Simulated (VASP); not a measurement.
The system is GaN.

```
Ga N
1.0
     2.96720    0.00000    0.00000
    -1.48360    2.56967    0.00000
     0.00000    0.00000    5.03293
Ga N
2 2
Direct
  0.00000 0.00000 0.00000
  0.00000 0.00000 0.50000
  0.33333 0.66667 0.25000
  0.66667 0.33333 0.75000
```

Base run:

| Quantity | Value |
| --- | --- |
| Program | VASP 6.6.1 |
| Functional | PBEsol |
| Potentials or basis | VASP PAW PBE potentials, release 64 (Ga_d, N) |
| Cutoff | 520 eV |
| k mesh | 6 × 6 × 4 |
| Occupations | gaussian, width 0.01 eV |
| Spin | no spin polarisation |

Its results: band gap on the k mesh 1.22 eV, indirect (least direct gap 1.77 eV); pressure 1.0 GPa.

The run is repeated on the same cell with these changes: functional from PBEsol to HSE06; k mesh from 6 × 6 × 4 to 6 × 6 × 2. What comes out?

Band gap on the k mesh 2.67 eV, indirect (least direct gap 3.08 eV); pressure -0.5 GPa.

Several settings changed at once, so the effect can't be laid on one alone.

Caveats: some runs use coarse meshes; the PAW data sets were made with another functional, which shifts forces and pressure a little.

A k mesh can miss the band edges.
